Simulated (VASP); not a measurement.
# ClO (Pm-3m) in VASP: single point with PBEsol

Aim: the single point of ClO with PBEsol.

Everything below comes from runs of VASP 6.6.1. Logs are shortened: lines on timing, memory, paths and dates and some standing lists are left out, and cuts for length are marked.

## (1) The cell of the first run

Symmetry: Pm-3m, No. 221, cubic system. Conventional cell: a = 3.185 Å, b = 3.185 Å, c = 3.185 Å, α = 90.00°, β = 90.00°, γ = 90.00°. Cl (site symmetry m-3m) has 8 O at 2.76 Å and 6 Cl at 3.19 Å within 3.6 Å. Within 3.6 Å of O (site symmetry m-3m) lie 8 Cl at 2.76 Å and 6 O at 3.19 Å.

## (2) Single point, PBEsol

File INCAR:

```
ALGO = Normal
EDIFF = 1E-6
ENCUT = 600
GGA = PS
GGA_COMPAT = False
ISIF = 2
ISMEAR = 1
LASPH = True
LCHARG = False
LREAL = False
LWAVE = False
NBANDS = 14
NELM = 120
PREC = Accurate
SIGMA = 0.1
```

File KPOINTS:

```
k-points
0
Gamma
  7 7 7
```

File POSCAR:

```
ClO
1.0
    3.1852167900      0.0000000000      0.0000000000
    0.0000000000      3.1852167900      0.0000000000
    0.0000000000      0.0000000000      3.1852167900
Cl O
1 1
Direct
    0.0000000000      0.0000000000      0.0000000000
    0.5000000000      0.5000000000      0.5000000000
```

Potentials or basis: VASP PAW PBE potentials, release 64 (Cl, O).

Launch:

```bash
$ cat potpaw_PBE.64/Cl/POTCAR potpaw_PBE.64/O/POTCAR > POTCAR
$ mpirun -np 1 vasp_std > vasp.out
```

OUTCAR:

```text
EDIFF = 1E-6
   ENCUT = 600
   GGA = PS
   ISIF = 2
   ISMEAR = 1
   LASPH = True
   LREAL = False
   NELM = 120
   PREC = Accurate

 ion  position               nearest neighbor table
   1  0.000  0.000  0.000-
   2  0.500  0.500  0.500-

  LATTYP: Found a simple cubic cell.
 ALAT       =     3.1852167900

  Lattice vectors:

 A1 = (   3.1852167900,   0.0000000000,   0.0000000000)
 A2 = (   0.0000000000,   3.1852167900,   0.0000000000)
 A3 = (   0.0000000000,   0.0000000000,   3.1852167900)

Analysis of symmetry for initial positions (statically):
=====================================================================
 Subroutine PRICEL returns:
 Original cell was already a primitive cell.

 Routine SETGRP: Setting up the symmetry group for a
 simple cubic supercell.

 Subroutine GETGRP returns: Found 48 space group operations
 (whereof 48 operations were pure point group operations)
 out of a pool of 48 trial point group operations.

The static configuration has the point symmetry O_h .

Analysis of symmetry for dynamics (positions and initial velocities):
=====================================================================
 Subroutine PRICEL returns:
 Original cell was already a primitive cell.

 Routine SETGRP: Setting up the symmetry group for a
 simple cubic supercell.

 Subroutine GETGRP returns: Found 48 space group operations
 (whereof 48 operations were pure point group operations)
 out of a pool of 48 trial point group operations.

The dynamic configuration has the point symmetry O_h .

 Subroutine INISYM returns: Found 48 space group operations
 (whereof 48 operations are pure point group operations),
 and found     1 'primitive' translations

----------------------------------------------------------------------------------------

                                     Primitive cell

  volume of cell :      32.3160

  direct lattice vectors                    reciprocal lattice vectors
     3.185216790  0.000000000  0.000000000     0.313950373  0.000000000  0.000000000
     0.000000000  3.185216790  0.000000000     0.000000000  0.313950373  0.000000000
     0.000000000  0.000000000  3.185216790     0.000000000  0.000000000  0.313950373

  length of vectors
     3.185216790  3.185216790  3.185216790     0.313950373  0.313950373  0.313950373

  position of ions in fractional coordinates (direct lattice)
     0.000000000  0.000000000  0.000000000
     0.500000000  0.500000000  0.500000000

  ion indices of the primitive-cell ions
   primitive index   ion index
                 1           1
                 2           2

----------------------------------------------------------------------------------------

 KPOINTS: k-points

Automatic generation of k-mesh.
 Grid dimensions read from file:
 generate k-points for:    7    7    7

 Generating k-lattice:

  Cartesian coordinates                     Fractional coordinates (reciprocal lattice)
     0.044850053  0.000000000  0.000000000     0.142857143  0.000000000  0.000000000
     0.000000000  0.044850053  0.000000000     0.000000000  0.142857143  0.000000000
     0.000000000  0.000000000  0.044850053     0.000000000  0.000000000  0.142857143

  Length of vectors
     0.044850053  0.044850053  0.044850053

  Shift w.r.t. Gamma in fractional coordinates (k-lattice)
     0.000000000  0.000000000  0.000000000

 Subroutine IBZKPT returns following result:
 ===========================================

 Found     20 irreducible k-points:

 Following reciprocal coordinates:
            Coordinates               Weight
  0.000000  0.000000  0.000000      1.000000
  0.142857  0.000000  0.000000      6.000000
  0.285714  0.000000  0.000000      6.000000
  0.428571  0.000000  0.000000      6.000000
  0.142857  0.142857  0.000000     12.000000
  0.285714  0.142857  0.000000     24.000000
[... 12 lines left out ...]
  0.428571  0.428571  0.285714     24.000000
  0.428571  0.428571  0.428571      8.000000
   k-points           NKPTS =     20   k-points in BZ     NKDIM =     20   number of bands    NBANDS=     14
   number of dos      NEDOS =    301   number of ions     NIONS =      2
   total plane-waves  NPLWV =  21952
   dimension x,y,z NGX =    28 NGY =   28 NGZ =   28
   dimension x,y,z NGXF=    56 NGYF=   56 NGZF=   56
   ions per type =               1   1
   NGX,Y,Z   is equivalent  to a cutoff of  14.61, 14.61, 14.61 a.u.
   NGXF,Y,Z  is equivalent  to a cutoff of  29.23, 29.23, 29.23 a.u.
 SYSTEM =  unknown system
   PREC   = accura    normal or accurate (medium, high low for compatibility)
   ISTART =      0    job   : 0-new  1-cont  2-samecut
   ICHARG =      2    charge: 1-file 2-atom 10-const
   ISPIN  =      1    spin polarized calculation?
   LNONCOLLINEAR =      F non collinear calculations
   LSORBIT =      F    spin-orbit coupling
   LASPH  =      T    aspherical Exc in radial PAW
   ENCUT  =  600.0 eV  44.10 Ry    6.64 a.u.   6.36  6.36  6.36*2*pi/ulx,y,z
   NELM   =    120;   NELMIN=  2; NELMDL= -5     # of ELM steps
   EDIFF  = 0.1E-05   stopping-criterion for ELM
   LREAL  =      F    real-space projection
   EDIFFG = 0.1E-04   stopping-criterion for IOM
   NSW    =      0    number of steps for IOM
   IBRION =     -1    ionic relax: 0-MD 1-quasi-New 2-CG
   NFREE  =      0    steps in history (QN), initial steepest desc. (CG)
   ISIF   =      2    stress and relaxation
   ISYM   =      2    0-nonsym 1-usesym 2-fastsym
   POTIM  = 0.5000    time-step for ionic-motion
   TEBEG  =    0.0;   TEEND  =   0.0 temperature during run
   PSTRESS=    0.0 pullay stress
   NELECT =      13.0000    total number of electrons
   NUPDOWN=      -1.0000    fix difference up-down
   EMIN   =  10.00;   EMAX   =-10.00  energy-range for DOS
   EFERMI =   0.00;   METHOD = LEGACY
   ISMEAR =     1;   SIGMA  =   0.10  broadening in eV -4-tet -1-fermi 0-gaus
   EFERMI_NEDOS =   21; number of points for ismear=-14 and -15
   IALGO  =     38    algorithm
   IMIX   =      4    mixing-type and parameters
     AMIX     =   0.40;   BMIX     =  1.00
     AMIX_MAG =   1.60;   BMIX_MAG =  1.00
  volume/ion in A,a.u.               =      16.16       109.04
  Fermi-wavevector in a.u.,A,eV,Ry     =   1.208510  2.283753 19.871264  1.460497
  Thomas-Fermi vector in A             =   2.344116
   LORBIT       =      0    0 simple, 1 ext, 2 COOP (PROOUT), +10 PAW based schemes
   GGA     = PS    functional components
   LHFCALC =     F    Hartree Fock is set to
   AEXX    =    0.0000 exact exchange contribution
   IVDW    =     0    specifies the selected vdW correction
   LEPSILON=     F    determine dielectric tensor
   LRPA    =     F    only Hartree local field effects (RPA)
 non-spin polarized calculation
 Methfessel and Paxton  Order N= 1 SIGMA  =   0.10
  energy-cutoff  :      600.00
  volume of cell :       32.32
 maximum number of plane-waves:      1092
 NGX is ok and might be reduce to    28
   NGX = 13   NGY = 13   NGZ = 13

 number of electron      12.9999997 magnetization

 Free energy of the ion-electron system (eV)
  ---------------------------------------------------
  ext. energy  EPLUGINS =         0.00000000
  ---------------------------------------------------
  free energy    TOTEN  =        -3.48523280 eV

  energy without entropy =       -3.48565538  energy(sigma->0) =       -3.48537366

 E-fermi :   0.6451     XC(G=0): -10.0615

 val. band max:        0.6423925449   @ k =   0.2857   0.2857   0.1429
 cond. band min:       0.7492097992   @ k =   0.2857   0.2857   0.0000
 fundamental gap:      0.1068172543
 Fermi energy:         0.6451281530

 k-point     1 :       0.0000    0.0000    0.0000
  band No.  band energies     occupation
      1     -16.2383      2.00000
      2     -12.9620      2.00000
      3      -1.4365      2.00000
      4      -1.4365      2.00000
      5      -1.4365      2.00000
      6       1.5362     -0.00000
      7       1.5362     -0.00000
      8       1.5362     -0.00000
      9      10.4256      0.00000
     10      10.4256      0.00000
     11      11.5069      0.00000
     12      18.6430      0.00000
     13      18.6430      0.00000
     14      18.6430      0.00000

 k-point     2 :       0.1429    0.0000    0.0000
  band No.  band energies     occupation
      1     -16.1109      2.00000
      2     -13.0515      2.00000
      3      -1.6565      2.00000
      4      -1.2941      2.00000
      5      -1.2941      2.00000
      6       1.0535     -0.00000
      7       1.3944     -0.00000
      8       1.3944     -0.00000
      9      10.6552      0.00000
     10      11.1638      0.00000
     11      12.2179      0.00000
     12      18.0145      0.00000
     13      18.0145      0.00000
     14      18.7844      0.00000

 k-point     3 :       0.2857    0.0000    0.0000
  band No.  band energies     occupation
      1     -15.7754      2.00000
      2     -13.3087      2.00000
      3      -2.0510      2.00000
      4      -0.8901      2.00000
      5      -0.8901      2.00000
      6       0.1065      2.00000
      7       0.9883     -0.00001
      8       0.9883     -0.00001
      9      11.2819      0.00000
     10      12.3231      0.00000
     11      14.3783      0.00000
     12      16.9960      0.00000
     13      16.9960      0.00000
     14      19.1364      0.00000
[... 256 lines left out ...]
 k-point    19 :       0.4286    0.4286    0.2857
  band No.  band energies     occupation
      1     -15.0421      2.00000
      2     -12.9024      2.00000
      3      -2.9081      2.00000
      4      -2.9027      2.00000
      5      -1.3528      2.00000
      6      -0.5841      2.00000
      7       0.2017      2.00000
      8       0.4695      2.03231
      9      12.4191      0.00000
     10      13.7382      0.00000
     11      13.7746      0.00000
     12      16.2913      0.00000
     13      19.3102      0.00000
     14      19.8814      0.00000

 k-point    20 :       0.4286    0.4286    0.4286
  band No.  band energies     occupation
      1     -14.9815      2.00000
      2     -12.7384      2.00000
      3      -2.4562      2.00000
      4      -2.1127      2.00000
      5      -2.1127      2.00000
      6      -0.7631      2.00000
      7      -0.7631      2.00000
      8      -0.2745      2.00000
      9      13.0469      0.00000
     10      13.3126      0.00000
     11      13.3126      0.00000
     12      19.5076      0.00000
     13      19.5076      0.00000
     14      20.1742      0.00000

------------------------ aborting loop because EDIFF is reached ----------------------------------------

  FORCE on cell =-STRESS in cart. coord.  units (eV):
  Direction    XX          YY          ZZ          XY          YZ          ZX
  --------------------------------------------------------------------------------------
  -------------------------------------------------------------------------------------
  Total       -2.8133366     -2.8133366     -2.8133366      0.0000000      0.0000000      0.0000000
  in kB     -139.4810768   -139.4810768   -139.4810768      0.0000000      0.0000000      0.0000000
  external PRESSURE =    -139.4810768 kB  Pullay stress =       0.0000000 kB

 VOLUME and BASIS-vectors are now :
 -----------------------------------------------------------------------------
  energy-cutoff  :      600.00
  volume of cell :       32.32
      direct lattice vectors                 reciprocal lattice vectors
     3.185216790  0.000000000  0.000000000     0.313950373  0.000000000  0.000000000
     0.000000000  3.185216790  0.000000000     0.000000000  0.313950373  0.000000000
     0.000000000  0.000000000  3.185216790     0.000000000  0.000000000  0.313950373

 POSITION                                       TOTAL-FORCE (eV/Angst)
 -----------------------------------------------------------------------------------
      0.00000      0.00000      0.00000         0.000000      0.000000      0.000000
      1.59261      1.59261      1.59261         0.000000      0.000000      0.000000
 -----------------------------------------------------------------------------------
    total drift:                                0.000000      0.000000      0.000000

  FREE ENERGIE OF THE ION-ELECTRON SYSTEM (eV)
  ---------------------------------------------------
  free  energy   TOTEN  =        -3.4852328028 eV

  energy  without entropy=       -3.4856553764  energy(sigma->0) =       -3.48537366
```

Run time: 5.7 s. Hardware: 1 thread of Intel Xeon 6975P-C (Granite Rapids), shared host; peak memory 0.14 GiB.

What came out:

| Item | Value |
| --- | --- |
| Free energy | -3.4852 eV |
| Pressure | -13.9 GPa |

Caveat: the PAW data sets were made with another functional, which shifts forces and pressure a little; an odd number of electrons without spin polarisation forces a metal; a magnetic or distorted state may lie lower.
